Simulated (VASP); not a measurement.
# SnO2: single point with LDA

SnO2:

```
CELL_PARAMETERS angstrom
1.61709 0.93363 4.80059
-1.61709 0.93363 4.80059
0.00000 -1.86726 4.80059
ATOMIC_POSITIONS crystal
Sn 0.50000 0.50000 0.50000
O 0.23717 0.23717 0.23717
O 0.76283 0.76283 0.76283
```

| Property | Result |
| --- | --- |
| Program | VASP 6.6.1 |
| Task | single point |
| Functional | LDA |
| Potentials or basis | VASP PAW LDA potentials, release 64 (Sn_d, O) |
| Cutoff | 520 eV |
| k mesh | 6 × 6 × 6 |
| Occupations | gaussian, width 0.01 eV |
| Spin | no spin polarisation |

| Quantity | Value |
| --- | --- |
| Pressure | -8.4 GPa |
| Largest force | 0.618 eV/Å |
| Band gap on the k mesh | 1.77 eV, indirect (least direct gap 1.90 eV) |

Forces on the atoms (eV/Å):
```
Sn   0.000  0.000  0.000
O    0.000  0.000 -0.618
O    0.000  0.000  0.618
```

Stress tensor (GPa, compression positive):
```
-9.09  0.00  0.00
 0.00 -9.09  0.00
 0.00  0.00 -7.14
```

Levels at points of the mesh, in eV from the valence-band top:
| k point | band 9 | band 10 | band 11 | band 12 | band 13 | band 14 | band 15 | band 16 | band 17 | band 18 |
| --- | --- | --- | --- | --- | --- | --- | --- | --- | --- | --- |
| (0.00, 0.00, 0.00) | -1.30 | -1.30 | -0.91 | -0.91 | -0.13 | 1.77 | 5.49 | 10.74 | 10.74 | 11.31 |
| (0.50, 0.00, 0.00) | -4.19 | -2.99 | -1.48 | -0.61 | -0.58 | 5.14 | 7.49 | 9.77 | 12.08 | 12.41 |
| (0.50, 0.50, 0.00) | -4.42 | -3.08 | -1.15 | -0.47 | -0.02 | 4.85 | 6.68 | 10.46 | 10.95 | 12.30 |
| (0.50, 0.50, 0.50) | -1.36 | -1.36 | -1.33 | -0.86 | -0.86 | 3.05 | 5.45 | 10.92 | 10.92 | 11.75 |

Run time: 51 s on 1 thread of AMD EPYC 7R43 64-Core Processor (Zen 3), with other jobs on the host, peak memory 0.16 GiB.

Caveat: spin-orbit coupling is left out, which moves the levels of the heavy elements. A k mesh can miss the band edges.
